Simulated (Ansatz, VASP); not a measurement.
# Two plane-wave programs on Bi

```
Bi
1.0
    -1.98143    1.98143    1.98143
     1.98143   -1.98143    1.98143
     1.98143    1.98143   -1.98143
Bi
1
Cartesian
  0.0000 0.0000 0.0000
```

Alike in both runs: task relaxation of cell and atoms; functional BLYP; dispersion D3(BJ); k mesh 9 × 9 × 9; occupations fermi-dirac, width 0.05 eV; no spin polarisation.

```csv
,VASP,Ansatz
version,VASP 6.6.1,Ansatz 0.2.0
potentials or method,"VASP PAW PBE potentials, release 64 (Bi_d)",Ansatz PAW
plane-wave cutoff (eV),600,420
valence electrons in the cell,15,15
```

Ansatz gave:

* relaxed volume (Å³/atom): 30.52
* relaxed cell length with the largest relative difference (Å): 3.410

Task: What did VASP give for the same quantities?

Result: Relaxed volume (Å³/atom): 30.61; relaxed cell length with the largest relative difference (Å): 3.413.

VASP's potentials were made for PBE, not for BLYP.

Spin-orbit coupling is off throughout. Noted on Ansatz's run: the plane-wave basis is chosen anew once the cell has moved, so the energies of steps on either side of that aren't comparable.
